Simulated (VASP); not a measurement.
# WS2 (P6_3/mmc) in VASP: further runs, part 2 of 2

VASP 6.6.1. The steps go on from the part before.

## (3) Single point, PBEsol+D3(BJ)

This run uses another cell than the first one, of 16.48 Å³/atom.

Contents of INCAR:

```
SYSTEM = WS2
PREC = Accurate ; ENCUT = 520
EDIFF = 1E-6 ; ISMEAR = 0
SIGMA = 0.02 ; LREAL = .False.
LASPH = .True. ; NELM = 100
ALGO = Normal ; ISIF = 2
LWAVE = .False. ; LCHARG = .False.
GGA = PS ; IVDW = 12
NBANDS = 35
```

Contents of KPOINTS:

```
Automatic mesh
0
Gamma
  12 12 4
  0 0 0
```

Contents of POSCAR:

```
WS2
1.0
    3.1147478117      0.0000000000      0.0000000000
   -1.5573739059      2.6974507313      0.0000000000
    0.0000000000      0.0000000000     11.7718577107
W S
2 4
Direct
    0.3333333333      0.6666666667      0.2500000000
    0.6666666667      0.3333333333      0.7500000000
    0.3333333333      0.6666666667      0.6164486908
    0.6666666667      0.3333333333      0.1164486908
    0.3333333333      0.6666666667      0.8835513092
    0.6666666667      0.3333333333      0.3835513092
```

Potentials or basis: VASP PAW PBE potentials, release 64 (W_sv, S).

Command:

```
cat potpaw_PBE.64/W_sv/POTCAR potpaw_PBE.64/S/POTCAR > POTCAR
mpirun -np 1 vasp_std > vasp.out
```

OUTCAR:

```text
SYSTEM = WS2
   PREC = Accurate
   ENCUT = 520
   EDIFF = 1E-6
   ISMEAR = 0
   LREAL = .False.
   LASPH = .True.
   NELM = 100
   ISIF = 2
   GGA = PS
   IVDW = 12
 IVDW          = 12

 ion  position               nearest neighbor table
   1  0.333  0.667  0.250-   4 2.39   6 2.39   4 2.39   6 2.39   4 2.39   6 2.39
   2  0.667  0.333  0.750-   3 2.39   5 2.39   3 2.39   5 2.39   3 2.39   5 2.39
   3  0.333  0.667  0.616-   2 2.39   2 2.39   2 2.39
   4  0.667  0.333  0.116-   1 2.39   1 2.39   1 2.39
   5  0.333  0.667  0.884-   2 2.39   2 2.39   2 2.39
   6  0.667  0.333  0.384-   1 2.39   1 2.39   1 2.39

  LATTYP: Found a hexagonal cell.
 ALAT       =     3.1147478117
 C/A-ratio  =     3.7793935247

  Lattice vectors:

 A1 = (   3.1147478117,   0.0000000000,   0.0000000000)
 A2 = (  -1.5573739059,   2.6974507313,   0.0000000000)
 A3 = (   0.0000000000,   0.0000000000,  11.7718577107)

Analysis of symmetry for initial positions (statically):
=====================================================================
 Subroutine PRICEL returns:
 Original cell was already a primitive cell.

 Routine SETGRP: Setting up the symmetry group for a
 hexagonal supercell.

 Subroutine GETGRP returns: Found 24 space group operations
 (whereof 12 operations were pure point group operations)
 out of a pool of 24 trial point group operations.

The static configuration has the point symmetry D_3d.
 The point group associated with its full space group is D_6h.

Analysis of symmetry for dynamics (positions and initial velocities):
=====================================================================
 Subroutine PRICEL returns:
 Original cell was already a primitive cell.

 Routine SETGRP: Setting up the symmetry group for a
 hexagonal supercell.

 Subroutine GETGRP returns: Found 24 space group operations
 (whereof 12 operations were pure point group operations)
 out of a pool of 24 trial point group operations.

The dynamic configuration has the point symmetry D_3d.
 The point group associated with its full space group is D_6h.

 Subroutine INISYM returns: Found 24 space group operations
 (whereof 12 operations are pure point group operations),
 and found     1 'primitive' translations

----------------------------------------------------------------------------------------

                                     Primitive cell

  volume of cell :      98.9057

  direct lattice vectors                    reciprocal lattice vectors
     3.114747812  0.000000000  0.000000000     0.321053280  0.185360197  0.000000000
    -1.557373906  2.697450731  0.000000000     0.000000000  0.370720395  0.000000000
     0.000000000  0.000000000 11.771857711     0.000000000  0.000000000  0.084948359

  length of vectors
     3.114747812  3.114747812 11.771857711     0.370720395  0.370720395  0.084948359

  position of ions in fractional coordinates (direct lattice)
     0.333333333  0.666666667  0.250000000
     0.666666667  0.333333333  0.750000000
     0.333333333  0.666666667  0.616448691
     0.666666667  0.333333333  0.116448691
     0.333333333  0.666666667  0.883551309
     0.666666667  0.333333333  0.383551309

  ion indices of the primitive-cell ions
   primitive index   ion index
                 1           1
                 2           2
                 3           3
                 4           4
[... 33 lines left out ...]
  0.166667 -0.000000  0.000000      6.000000
  0.250000  0.000000  0.000000      6.000000
  0.333333 -0.000000  0.000000      6.000000
  0.416667 -0.000000  0.000000      6.000000
[... 16 lines left out ...]
  0.250000  0.000000  0.250000     12.000000
  0.333333 -0.000000  0.250000     12.000000
 [... further k-points ...]
   k-points           NKPTS =     57   k-points in BZ     NKDIM =     57   number of bands    NBANDS=     35
   number of dos      NEDOS =    301   number of ions     NIONS =      6
   total plane-waves  NPLWV =  51840
   dimension x,y,z NGX =    24 NGY =   24 NGZ =   90
   dimension x,y,z NGXF=    48 NGYF=   48 NGZF=  180
   ions per type =               2   4
   NGX,Y,Z   is equivalent  to a cutoff of  12.81, 12.81, 12.71 a.u.
   NGXF,Y,Z  is equivalent  to a cutoff of  25.62, 25.62, 25.42 a.u.
 SYSTEM =  WS2
   PREC   = accura    normal or accurate (medium, high low for compatibility)
   ISTART =      0    job   : 0-new  1-cont  2-samecut
   ICHARG =      2    charge: 1-file 2-atom 10-const
   ISPIN  =      1    spin polarized calculation?
   LNONCOLLINEAR =      F non collinear calculations
   LSORBIT =      F    spin-orbit coupling
   LASPH  =      T    aspherical Exc in radial PAW
   ENCUT  =  520.0 eV  38.22 Ry    6.18 a.u.   5.79  5.79 21.89*2*pi/ulx,y,z
   NELM   =    100;   NELMIN=  2; NELMDL= -5     # of ELM steps
   EDIFF  = 0.1E-05   stopping-criterion for ELM
   LREAL  =      F    real-space projection
   EDIFFG = 0.1E-04   stopping-criterion for IOM
   NSW    =      0    number of steps for IOM
   IBRION =     -1    ionic relax: 0-MD 1-quasi-New 2-CG
   NFREE  =      0    steps in history (QN), initial steepest desc. (CG)
   ISIF   =      2    stress and relaxation
   ISYM   =      2    0-nonsym 1-usesym 2-fastsym
   POTIM  = 0.5000    time-step for ionic-motion
   TEBEG  =    0.0;   TEEND  =   0.0 temperature during run
   PSTRESS=    0.0 pullay stress
   NELECT =      52.0000    total number of electrons
   NUPDOWN=      -1.0000    fix difference up-down
   EMIN   =  10.00;   EMAX   =-10.00  energy-range for DOS
   EFERMI =   0.00;   METHOD = LEGACY
   ISMEAR =     0;   SIGMA  =   0.02  broadening in eV -4-tet -1-fermi 0-gaus
   EFERMI_NEDOS =   21; number of points for ismear=-14 and -15
   IALGO  =     38    algorithm
   IMIX   =      4    mixing-type and parameters
     AMIX     =   0.40;   BMIX     =  1.00
     AMIX_MAG =   1.60;   BMIX_MAG =  1.00
  volume/ion in A,a.u.               =      16.48       111.24
  Fermi-wavevector in a.u.,A,eV,Ry     =   1.321302  2.496899 23.753587  1.745839
  Thomas-Fermi vector in A             =   2.451066
   LORBIT       =      0    0 simple, 1 ext, 2 COOP (PROOUT), +10 PAW based schemes
   GGA     = PS    functional components
   LHFCALC =     F    Hartree Fock is set to
   AEXX    =    0.0000 exact exchange contribution
   IVDW    =    12    specifies the selected vdW correction
   LEPSILON=     F    determine dielectric tensor
   LRPA    =     F    only Hartree local field effects (RPA)
 non-spin polarized calculation
 Gauss-broadening in eV      SIGMA  =   0.02
  energy-cutoff  :      520.00
  volume of cell :       98.91
 maximum number of plane-waves:      2690
 NGX is ok and might be reduce to    24
   NGX = 11   NGY = 11   NGZ = 43

 number of electron      52.0000001 magnetization

 Free energy of the ion-electron system (eV)
  ---------------------------------------------------
  ext. energy  EPLUGINS =         0.00000000
  ---------------------------------------------------
  free energy    TOTEN  =       -50.44773318 eV

  energy without entropy =      -50.44773318  energy(sigma->0) =      -50.44773318

 E-fermi :   8.6263     XC(G=0): -11.5849

 val. band max:        8.4657682460   @ k =   0.0000   0.0000   0.0000
 cond. band min:       9.1448852118   @ k =   0.1667   0.1667   0.0000
 fundamental gap:      0.6791169659
 Fermi energy:         8.6262645656

 k-point     1 :       0.0000    0.0000    0.0000
  band No.  band energies     occupation
      1     -66.1754      2.00000
      2     -66.1754      2.00000
      3     -30.4827      2.00000
      4     -30.4825      2.00000
      5     -30.2539      2.00000
      6     -30.2539      2.00000
[... 901 lines left out ...]
     34      12.5519      0.00000
     35      14.0473      0.00000

 [... further k-points ...]

------------------------ aborting loop because EDIFF is reached ----------------------------------------

 Edisp (eV)   -2.49758

 E8    (eV) :    -1.6208

  FORCE on cell =-STRESS in cart. coord.  units (eV):
  Direction    XX          YY          ZZ          XY          YZ          ZX
  --------------------------------------------------------------------------------------
  -------------------------------------------------------------------------------------
  Total       0.07260     0.07260     0.10634    -0.00000    -0.00000     0.00000
  in kB       1.17603     1.17603     1.72256    -0.00000    -0.00000     0.00000
  external pressure =        1.36 kB  Pullay stress =        0.00 kB

 VOLUME and BASIS-vectors are now :
 -----------------------------------------------------------------------------
  energy-cutoff  :      520.00
  volume of cell :       98.91
      direct lattice vectors                 reciprocal lattice vectors
     3.114747812  0.000000000  0.000000000     0.321053280  0.185360197  0.000000000
    -1.557373906  2.697450731  0.000000000     0.000000000  0.370720395  0.000000000
     0.000000000  0.000000000 11.771857711     0.000000000  0.000000000  0.084948359

 POSITION                                       TOTAL-FORCE (eV/Angst)
 -----------------------------------------------------------------------------------
     -0.00000      1.79830      2.94296        -0.000000      0.000000      0.000000
      1.55737      0.89915      8.82889         0.000000     -0.000000      0.000000
     -0.00000      1.79830      7.25675        -0.000000     -0.000000     -0.019590
      1.55737      0.89915      1.37082         0.000000     -0.000000     -0.019590
     -0.00000      1.79830     10.40104         0.000000     -0.000000      0.019590
      1.55737      0.89915      4.51511        -0.000000      0.000000      0.019590
 -----------------------------------------------------------------------------------
    total drift:                               -0.000000      0.000000     -0.000000

  FREE ENERGIE OF THE ION-ELECTRON SYSTEM (eV)
  ---------------------------------------------------
  free  energy   TOTEN  =       -52.9453089883 eV

  energy  without entropy=      -52.9453089883  energy(sigma->0) =      -52.94530899
```

It took 2.1 min on 1 thread of Intel Xeon Platinum 8488C (Sapphire Rapids), shared host; peak memory 0.32 GiB.

What came out:

```yaml
Free_energy: -52.9453 eV
Pressure: 0.1 GPa
Largest_force: 0.020 eV/Å
Band_gap_on_the_k_mesh: 0.68 eV (least direct gap 1.93 eV)
Dispersion_energy_per_atom: -0.416 eV
```

Forces on the atoms (eV/Å):
```
W    0.000  0.000  0.000
W    0.000  0.000  0.000
S    0.000  0.000 -0.020
S    0.000  0.000 -0.020
S    0.000  0.000  0.020
S    0.000  0.000  0.020
```

Levels at points of the mesh, in eV from the valence-band top:
```csv
k point,band 22,band 23,band 24,band 25,band 26,band 27,band 28,band 29,band 30,band 31
"(0.00, 0.00, 0.00)",-2.27,-2.27,-1.58,-1.26,0.00,2.22,2.22,2.24,2.24,2.25
"(0.50, 0.00, 0.00)",-2.94,-2.14,-2.01,-1.77,-1.71,2.32,2.40,2.44,2.96,2.96
"(0.00, 0.00, 0.50)",-2.32,-2.32,-2.32,-0.31,-0.31,2.21,2.21,2.21,2.21,2.43
"(0.50, 0.00, 0.50)",-3.18,-1.96,-1.96,-1.82,-1.82,2.35,2.35,2.75,2.75,3.33
```

Caveat: the PAW data sets were made with another functional, which shifts forces and pressure a little; spin-orbit coupling is left out, which moves the levels of the heavy elements.
